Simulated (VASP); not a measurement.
# ZnSe (Stilleite) (F-43m) in VASP: a series of runs, part 2 of 2

VASP 6.6.1. The steps go on from the part before.

### 3 Single point, LDA

Contents of INCAR:

```
  ALGO = Normal
  EDIFF = 1E-6
  ENCUT = 520
  GGA = CA
  ISIF = 2
  ISMEAR = -1
  LASPH = T
  LCHARG = F
  LREAL = F
  LWAVE = F
  NBANDS = 16
  NELM = 60
  PREC = Accurate
  SIGMA = 0.05
```

Contents of KPOINTS:

```
k-points
0
Gamma
  8 8 8
```

Contents of POSCAR:

```
ZnSe
1.0
    0.0000000000      2.8338000000      2.8338000000
    2.8338000000      0.0000000000      2.8338000000
    2.8338000000      2.8338000000      0.0000000000
Se Zn
1 1
Direct
    0.7500000000      0.7500000000      0.7500000000
    0.0000000000      0.0000000000      0.0000000000
```

Potentials or basis: VASP PAW LDA potentials, release 64 (Se, Zn).

Started as:

```
> cat potpaw_LDA.64/Se/POTCAR potpaw_LDA.64/Zn/POTCAR > POTCAR
> mpirun -np 1 vasp_std > vasp.out
```

OUTCAR:

```text
EDIFF = 1E-6
   ENCUT = 520
   GGA = CA
   ISIF = 2
   ISMEAR = -1
   LASPH = T
   LREAL = F
   NELM = 60
   PREC = Accurate

 ion  position               nearest neighbor table
   1  0.750  0.750  0.750-   2 2.45   2 2.45   2 2.45   2 2.45
   2  0.000  0.000  0.000-   1 2.45   1 2.45   1 2.45   1 2.45

  LATTYP: Found a face centered cubic cell.
 ALAT       =     5.6676000000

  Lattice vectors:

 A1 = (   0.0000000000,   2.8338000000,   2.8338000000)
 A2 = (   2.8338000000,   0.0000000000,   2.8338000000)
 A3 = (   2.8338000000,   2.8338000000,   0.0000000000)

Analysis of symmetry for initial positions (statically):
=====================================================================
 Subroutine PRICEL returns:
 Original cell was already a primitive cell.

 Routine SETGRP: Setting up the symmetry group for a
 face centered cubic supercell.

 Subroutine GETGRP returns: Found 24 space group operations
 (whereof 24 operations were pure point group operations)
 out of a pool of 48 trial point group operations.

The static configuration has the point symmetry T_d .

[... 157 lines left out ...]

  energy without entropy =       -7.35042668  energy(sigma->0) =       -7.35042679

 E-fermi :   2.0760     XC(G=0):  -9.6989

 val. band max:        1.5075028129   @ k =   0.0000   0.0000   0.0000
 cond. band min:       2.5760252681   @ k =   0.0000   0.0000   0.0000
 fundamental gap:      1.0685224551
 Fermi energy:         2.0760434718

 k-point     1 :       0.0000    0.0000    0.0000
  band No.  band energies     occupation
      1     -11.7822      2.00000
      2      -5.1692      2.00000
      3      -5.1692      2.00000
      4      -5.1692      2.00000
      5      -4.8100      2.00000
      6      -4.8100      2.00000
[... 433 lines left out ...]
      3      -5.0316      2.00000
      4      -4.8416      2.00000
      5      -4.8029      2.00000
      6      -4.5973      2.00000
[... 8 lines left out ...]
     15      14.1103      0.00000
     16      14.9237      0.00000

 [... further k-points ...]

------------------------ aborting loop because EDIFF is reached ----------------------------------------

  FORCE on cell =-STRESS in cart. coord.  units (eV):
  Direction    XX          YY          ZZ          XY          YZ          ZX
  --------------------------------------------------------------------------------------
  -------------------------------------------------------------------------------------
  Total       -0.8784013     -0.8784013     -0.8784013      0.0000000      0.0000000     -0.0000000
  in kB      -30.9218864    -30.9218864    -30.9218864      0.0000000      0.0000000     -0.0000000
  external PRESSURE =     -30.9218864 kB  Pullay stress =       0.0000000 kB

 VOLUME and BASIS-vectors are now :
 -----------------------------------------------------------------------------
  energy-cutoff  :      520.00
  volume of cell :       45.51
      direct lattice vectors                 reciprocal lattice vectors
     0.000000000  2.833800000  2.833800000    -0.176441527  0.176441527  0.176441527
     2.833800000  0.000000000  2.833800000     0.176441527 -0.176441527  0.176441527
     2.833800000  2.833800000  0.000000000     0.176441527  0.176441527 -0.176441527

 POSITION                                       TOTAL-FORCE (eV/Angst)
 -----------------------------------------------------------------------------------
      4.25070      4.25070      4.25070        -0.000000     -0.000000     -0.000000
      0.00000      0.00000      0.00000         0.000000      0.000000      0.000000
 -----------------------------------------------------------------------------------
    total drift:                                0.000001      0.000001      0.000001

  FREE ENERGIE OF THE ION-ELECTRON SYSTEM (eV)
  ---------------------------------------------------
  free  energy   TOTEN  =        -7.3504268967 eV

  energy  without entropy=       -7.3504266824  energy(sigma->0) =       -7.35042679
```

stdout:

```text
POSCAR found type information on POSCAR SeZn
 POSCAR found :  2 types and       2 ions
 scaLAPACK will be used
 LDA part: xc-table for (Slater(with rela. corr.)+CA(PZ))
 , standard interpolation
 POSCAR, INCAR and KPOINTS ok, starting setup
 FFT: planning ... GRIDC
 FFT: planning ... GRID_SOFT
 FFT: planning ... GRID
 WAVECAR not read
 entering main loop
```

Run time: 15 s. Hardware: 1 thread of Intel Xeon Platinum 8488C (Sapphire Rapids), shared host; peak memory 0.15 GiB.

What came out:

| Item | Value |
| --- | --- |
| Free energy | -7.3504 eV |
| Pressure | -3.1 GPa |
| Band gap on the k mesh | 1.07 eV, direct |

Levels at points of the mesh, in eV from the valence-band top:
```
           k point  band 7  band 8  band 9  band 10  band 11  band 12
(0.00, 0.00, 0.00)    0.00    0.00    0.00     1.07     5.70     5.70
(0.50, 0.00, 0.00)   -5.29   -0.87   -0.87     2.37     6.28     6.28
(0.50, 0.50, 0.00)   -4.83   -2.20   -2.20     2.81     3.33    10.52
```
